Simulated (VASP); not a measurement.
Here is a VASP 6.6.1 calculation.

The input INCAR:

```
SYSTEM = Sn
PREC = Accurate
ENCUT = 520
EDIFF = 1E-6
ISMEAR = -1
SIGMA = 0.05
LREAL = .FALSE.
LASPH = .TRUE.
NELM = 80
ALGO = Normal
ISIF = 2
LWAVE = .FALSE.
LCHARG = .FALSE.
GGA = RP
NBANDS = 21
```

File KPOINTS:

```
regular mesh
0
G
  9 9 9
  0 0 0
```

Contents of POSCAR:

```
Sn
1.0
   -3.0005033628      3.0005033628      1.6265816321
    3.0005033628     -3.0005033628      1.6265816321
    3.0005033628      3.0005033628     -1.6265816321
Sn
2
Direct
    0.0000000000      0.0000000000      0.0000000000
    0.7500000000      0.2500000000      0.5000000000
```

Potentials or basis: VASP PAW PBE potentials, release 64 (Sn_d).

The run is started by

```console
$ cat potpaw_PBE.64/Sn_d/POTCAR > POTCAR
$ mpirun -np 1 vasp_std > vasp.out
```

Estimate the pressure.

0.0 GPa.

Predict the band gap on the k mesh.

zero (band 14 reaches 8.36 eV, above the bottom of band 15 at 4.66 eV).

Caveat: the PAW data sets were made with another functional, which shifts forces and pressure a little; spin-orbit coupling is left out, which moves the levels of the heavy elements.
